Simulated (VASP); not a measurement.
# MnO2 (R-3m) in VASP: settings compared, part 2 of 2

VASP 6.6.1.

## 4. Single point, PBE, collinear spin, ferromagnetic start

This run uses another cell than the first one, of 10.80 Å³/atom, 1.064 times its volume.

The input, INCAR:

```
SYSTEM = MnO2
PREC     = Accurate       ! precision mode
ENCUT    = 520            ! plane-wave cutoff, eV
EDIFF    = 1E-6           ! SCF threshold, eV
ISMEAR   = -1             ! smearing method
SIGMA    = 0.05           ! smearing width, eV
LREAL    = .False.        ! projectors in reciprocal space
LASPH    = .True.         ! aspherical terms in the spheres
NELM     = 150            ! most SCF steps
ALGO     = Normal         ! electronic algorithm
ISIF     = 2              ! what is computed and relaxed
LWAVE    = .False.        ! write WAVECAR
LCHARG   = .False.        ! write CHGCAR
ISPIN    = 2              ! spin polarisation
MAGMOM   = 4 0 0          ! initial moments
LORBIT   = 11             ! projections on sites
LMAXMIX  = 4              ! l up to which the mixer works
GGA      = PE             ! functional
NBANDS   = 24             ! bands
```

The input, KPOINTS:

```
regular mesh
0
Gamma
  11 11 11
  0 0 0
```

The input, POSCAR:

```
MnO2
1.0
    1.4284348394      0.8247072390      4.5839315268
   -1.4284348394      0.8247072390      4.5839315268
    0.0000000000     -1.6494144781      4.5839315268
Mn O
1 2
Direct
    0.0000000000      0.0000000000      0.0000000000
    0.7356355100      0.7356355100      0.7356355100
    0.2643644900      0.2643644900      0.2643644900
```

On the command line:

```bash
$ cat potpaw_PBE.64/Mn_pv/POTCAR potpaw_PBE.64/O/POTCAR > POTCAR
$ mpirun -np 1 vasp_std > vasp.out
```

Wall time 5 min (1 thread of AMD EPYC 9R45 (Zen 5), shared host); peak memory 0.32 GiB.

It converged, with:

- Free energy: -23.8062 eV
- Pressure: 5.9 GPa
- Largest force: 0.307 eV/Å
- Band gap on the k mesh: 0.84 eV, indirect (least direct gap 0.91 eV)
- Net moment: 3.00 μB per cell
- Site moments: Mn +2.83; O +0.04 μB
- Valence electrons inside the program's atomic spheres: Mn 11.75; O 5.00

Forces in eV/Å, atoms in the order of the input:
```
Mn   0.000  0.000  0.000
O    0.000  0.000  0.307
O    0.000  0.000 -0.307
```

Stress tensor (GPa, compression positive):
```
6.39 0.00 0.00
0.00 6.39 0.00
0.00 0.00 4.95
```

Levels at points of the mesh, in eV from the valence-band top:
Spin up:
```csv
k point,band 11,band 12,band 13,band 14,band 15,band 16,band 17,band 18
"(0.00, 0.00, 0.00)",-1.37,-1.37,-1.11,-0.32,2.93,2.93,7.22,10.43
```
Spin down:
| k point | band 9 | band 10 | band 11 | band 12 | band 13 | band 14 |
| --- | --- | --- | --- | --- | --- | --- |
| (0.00, 0.00, 0.00) | -1.30 | -1.30 | -0.94 | 0.84 | 0.84 | 2.50 |

Caveat: a cell with one magnetic atom can't hold antiferromagnetic order, which such compounds often take. A k mesh can miss the band edges.

## 5. Single point, PBE, collinear spin, ferromagnetic start

This run uses another cell than the first one, of 11.02 Å³/atom, 1.085 times its volume.

The input, INCAR:

```
PREC = Accurate
ENCUT = 520
EDIFF = 1E-6
ISMEAR = -1
SIGMA = 0.05
LREAL = F
LASPH = T
NELM = 150
ALGO = Normal
ISIF = 2
LWAVE = F
LCHARG = F
ISPIN = 2
MAGMOM = 4 0 0
LORBIT = 11
LMAXMIX = 4
GGA = PE
NBANDS = 24
```

The input, KPOINTS:

```
regular mesh
0
Gamma
  11 11 11
```

The input, POSCAR:

```
MnO2
1.0
    1.4378949485      0.8301690355      4.6142895739
   -1.4378949485      0.8301690355      4.6142895739
    0.0000000000     -1.6603380711      4.6142895739
Mn O
1 2
Direct
    0.0000000000      0.0000000000      0.0000000000
    0.7356355100      0.7356355100      0.7356355100
    0.2643644900      0.2643644900      0.2643644900
```

On the command line:

```bash
$ cat potpaw_PBE.64/Mn_pv/POTCAR potpaw_PBE.64/O/POTCAR > POTCAR
$ mpirun -np 1 vasp_std > vasp.out
```

Wall time 4.5 min (1 thread of AMD EPYC 9R45 (Zen 5), shared host); peak memory 0.32 GiB.

The run converged. Its results:

```yaml
Free_energy: -23.8232 eV
Pressure: 1.9 GPa
Largest_force: 0.026 eV/Å
Band_gap_on_the_k_mesh: 0.91 eV, indirect (least direct gap 0.98 eV)
Net_moment: 3.00 μB per cell
Site_moments: Mn +2.85; O +0.04 μB
Valence_electrons_inside_the_program's_atomic_spheres: Mn 11.70; O 4.99
```

Forces in eV/Å, atoms in the order of the input:
```
Mn   0.000  0.000  0.000
O    0.000  0.000  0.026
O    0.000  0.000 -0.026
```

Stress tensor (GPa, compression positive):
```
1.79 0.00 0.00
0.00 1.79 0.00
0.00 0.00 2.03
```

Levels at points of the mesh, in eV from the valence-band top:
Spin up:
```
           k point  band 10  band 11  band 12  band 13  band 14  band 15  band 16  band 17  band 18  band 19
(0.00, 0.00, 0.00)    -2.34    -1.29    -1.29    -1.02    -0.31     2.88     2.88     7.13    10.36    14.83
```
Spin down:
| k point | band 9 | band 10 | band 11 | band 12 | band 13 | band 14 |
| --- | --- | --- | --- | --- | --- | --- |
| (0.00, 0.00, 0.00) | -1.24 | -1.24 | -0.87 | 0.91 | 0.91 | 2.51 |

Caveat: a cell with one magnetic atom can't hold antiferromagnetic order, which such compounds often take. A k mesh can miss the band edges.

## 6. Single point, PBE, collinear spin, ferromagnetic start

This run uses another cell than the first one, of 11.23 Å³/atom, 1.106 times its volume.

The input, INCAR:

```
SYSTEM = MnO2
PREC = Accurate
ENCUT = 520
EDIFF = 1E-7
ISMEAR = -1
SIGMA = 0.05
LREAL = .FALSE.
LASPH = .TRUE.
NELM = 150
ALGO = Normal
ISIF = 2
LWAVE = .FALSE.
LCHARG = .TRUE.
ISPIN = 2
MAGMOM = 4 0 0
LORBIT = 11
LMAXMIX = 4
GGA = PE
LELF = .TRUE.
LVHAR = .TRUE.
NBANDS = 24
```

The input, KPOINTS:

```
regular mesh
0
G
  11 11 11
  0 0 0
```

The input, POSCAR:

```
MnO2
1.0
    1.4472321903      0.8355598946      4.6442533328
   -1.4472321903      0.8355598946      4.6442533328
    0.0000000000     -1.6711197893      4.6442533328
Mn O
1 2
Direct
    0.0000000000      0.0000000000      0.0000000000
    0.7356355100      0.7356355100      0.7356355100
    0.2643644900      0.2643644900      0.2643644900
```

Potentials or basis: VASP PAW PBE potentials, release 64 (Mn_pv, O).

On the command line:

```bash
$ cat potpaw_PBE.64/Mn_pv/POTCAR potpaw_PBE.64/O/POTCAR > POTCAR
$ mpirun -np 1 vasp_std > vasp.out
```

Wall time 6.7 min (1 thread of AMD EPYC 9R45 (Zen 5), shared host); peak memory 0.37 GiB.

Results (log left out):

| Item | Value |
| --- | --- |
| Free energy | -23.8246 eV |
| Pressure | -1.6 GPa |
| Largest force | 0.233 eV/Å |
| Band gap on the k mesh | 0.98 eV, indirect (least direct gap 1.05 eV) |
| Net moment | 3.00 μB per cell |
| Site moments | Mn +2.87; O +0.03 μB |
| Valence electrons inside the program's atomic spheres | Mn 11.66; O 4.98 |

Forces on the atoms (eV/Å):
```
Mn   0.000  0.000  0.000
O    0.000  0.000 -0.233
O    0.000  0.000  0.233
```

Stress tensor (GPa, compression positive):
```
-2.23  0.00  0.00
 0.00 -2.23  0.00
 0.00  0.00 -0.45
```

Levels at points of the mesh, in eV from the valence-band top:
Spin up:
```
           k point  band 12  band 13  band 14  band 15  band 16  band 17
(0.00, 0.00, 0.00)    -1.21    -0.94    -0.31     2.83     2.83     7.03
```
Spin down:
| k point | band 8 | band 9 | band 10 | band 11 | band 12 | band 13 | band 14 | band 15 |
| --- | --- | --- | --- | --- | --- | --- | --- | --- |
| (0.00, 0.00, 0.00) | -4.70 | -1.18 | -1.18 | -0.80 | 0.98 | 0.98 | 2.52 | 4.12 |

Caveat: a cell with one magnetic atom can't hold antiferromagnetic order, which such compounds often take.

## 7. The runs side by side

```csv
level,cell,gap on the mesh (eV),pressure (GPa),moment (μB),largest force (eV/Å)
r2SCAN,"a = 4.772 Å, angles 34.1°, 3 atoms",1.69,15.5,3.00,1.02
r2SCAN,"a = 4.806 Å, angles 34.1°, 3 atoms",1.77,9.9,3.00,0.65
PBE,"a = 4.872 Å, angles 34.1°, 3 atoms",0.84,5.9,3.00,0.31
PBE,"a = 4.904 Å, angles 34.1°, 3 atoms",0.91,1.9,3.00,0.03
PBE,"a = 4.936 Å, angles 34.1°, 3 atoms",0.98,-1.6,3.00,0.23
```

Alike in all rows: task single point; potentials or basis VASP PAW PBE potentials, release 64 (Mn_pv, O); spin collinear, ferromagnetic start; k mesh 11 × 11 × 11; cutoff (eV) 520; smearing fermi-dirac 0.05 eV.

Caveats: a cell with one magnetic atom can't hold antiferromagnetic order, which such compounds often take; the PAW data sets were made with another functional, which shifts forces and pressure a little (some runs).

Total energies depend on the potentials used, so only differences within one code and one set of settings carry meaning.
